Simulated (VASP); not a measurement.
A run of VASP 6.6.1:

INCAR

```
SYSTEM = CaSe
PREC     = Accurate       ! precision mode
ENCUT    = 520            ! plane-wave cutoff, eV
EDIFF    = 1E-7           ! SCF threshold, eV
ISMEAR   = 0              ! smearing method
SIGMA    = 0.01           ! smearing width, eV
LREAL    = .False.        ! projectors in reciprocal space
LASPH    = .True.         ! aspherical terms in the spheres
NELM     = 60             ! most SCF steps
ALGO     = Normal         ! electronic algorithm
ISIF     = 2              ! what is computed and relaxed
LWAVE    = .False.        ! write WAVECAR
LCHARG   = .True.         ! write CHGCAR
GGA      = PE             ! functional
LELF     = .True.         ! ELF
LVHAR    = .True.       
NBANDS   = 15             ! bands
```

The input KPOINTS:

```
Automatic mesh
0
Gamma
  4 4 4
  0 0 0
```

POSCAR

```
CaSe
1.0
    0.0000000000      2.9675306064      2.9675306064
    3.0906831265      0.0000000000      2.9675306064
    3.0906831265      2.9675306064      0.0000000000
Ca Se
1 1
Direct
    0.0000000000      0.0000000000      0.0000000000
    0.5000000000      0.5000000000      0.5000000000
```

Potentials or basis: VASP PAW PBE potentials, release 64 (Ca_sv, Se).

Command:

```bash
$ cat potpaw_PBE.64/Ca_sv/POTCAR potpaw_PBE.64/Se/POTCAR > POTCAR
$ mpirun -np 1 vasp_std > vasp.out
```

Hardware: 1 thread of AMD EPYC 7R13, with other jobs on the host.

How long does it take, and how much memory?

Run time: 35 s on 1 thread of AMD EPYC 7R13, with other jobs on the host, peak memory 0.14 GiB. Counts: scf iterations 14, k points 13.
